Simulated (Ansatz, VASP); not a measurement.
# Ga2O3: VASP beside Ansatz

```xyz
20
Lattice="6.9420 0.0000 0.0000 0.0000 4.7320 0.0000 0.0000 0.0000 4.9036" Properties=species:S:1:pos:R:3 pbc="T T T"
Ga    0.8123    3.5686    0.1722
Ga    4.2833    3.5294    4.7313
Ga    6.1297    3.5686    2.2796
Ga    2.6587    3.5294    2.6240
Ga    6.1297    1.1634    4.7313
Ga    2.6587    1.2026    0.1722
Ga    0.8123    1.1634    2.6240
Ga    4.2833    1.2026    2.2796
O     5.8817    2.8775    0.5115
O     2.4107    4.2205    4.3920
O     1.0603    2.8775    1.9403
O     4.5313    4.2205    2.9633
O     1.0603    1.8545    4.3920
O     4.5313    0.5115    0.5115
O     5.8817    1.8545    2.9633
O     2.4107    0.5115    1.9403
O     0.0000    0.2571    1.2259
O     3.4710    2.1089    3.6777
O     0.0000    4.4749    3.6777
O     3.4710    2.6231    1.2259
```

Change from the starting cell: z stretched by +1 %, ions relaxed.

Alike in both runs: functional PBE; k mesh 3 × 5 × 5; occupations fermi-dirac, width 0.02 eV; no spin polarisation.

Ansatz relaxed the structure, and its values are those at the end. VASP's run is a single point on that final structure, the one shown.

```csv
,VASP,Ansatz
version,VASP 6.6.1,Ansatz 0.2.0
potentials or method,"VASP PAW PBE potentials, release 64 (Ga_d, O)","plane-wave PAW, scalar-relativistic"
plane-wave cutoff (eV),520,420
valence electrons in the cell,176,176
```

```csv
,VASP,Ansatz,Ansatz less VASP
gap on the k mesh at the Fermi level (eV),4.19,4.19,+0.004
rms of the force components (eV/Å),0.020,0.003,-0.0177
```

The functional is the same, so the differences come from potentials, cutoffs and numerics. Ansatz's warnings: stress scf threshold loose.
